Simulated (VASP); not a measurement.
A run of VASP 6.6.1 is set up as follows.

The input INCAR:

```
SYSTEM = Sn
PREC     = Accurate       ! precision mode
ENCUT    = 600            ! plane-wave cutoff, eV
EDIFF    = 1E-7           ! SCF threshold, eV
ISMEAR   = -1             ! smearing method
SIGMA    = 0.08           ! smearing width, eV
LREAL    = .FALSE.        ! projectors in reciprocal space
LASPH    = .TRUE.         ! aspherical terms in the spheres
NELM     = 100            ! most SCF steps
ALGO     = Normal         ! electronic algorithm
ISIF     = 3              ! what is computed and relaxed
LWAVE    = .FALSE.        ! write WAVECAR
LCHARG   = .FALSE.        ! write CHGCAR
GGA      = PE             ! functional
IBRION   = 2              ! ionic algorithm
NSW      = 60             ! ionic steps
EDIFFG   = -0.005         ! ionic threshold
```

Contents of KPOINTS:

```
Automatic mesh
0
G
  18 18 18
  0 0 0
```

Contents of POSCAR:

```
Sn
1.0
   -1.9129311828      1.9129311828      1.9129311828
    1.9129311828     -1.9129311828      1.9129311828
    1.9129311828      1.9129311828     -1.9129311828
Sn
1
Direct
    0.0000000000      0.0000000000      0.0000000000
```

Potentials or basis: VASP PAW PBE potentials, release 64 (Sn_d).

Launch:

```bash
$ cat potpaw_PBE.64/Sn_d/POTCAR > POTCAR
$ mpirun -np 1 vasp_std > vasp.out
```

(1) What does it give for the relaxed cell?

(2) Estimate the space group after relaxing (to 0.1 Å).

## Answers

(1) a = 3.302 Å, b = 3.302 Å, c = 3.302 Å, α = 109.47°, β = 109.47°, γ = 109.47°.

(2) Im-3m (No. 229).
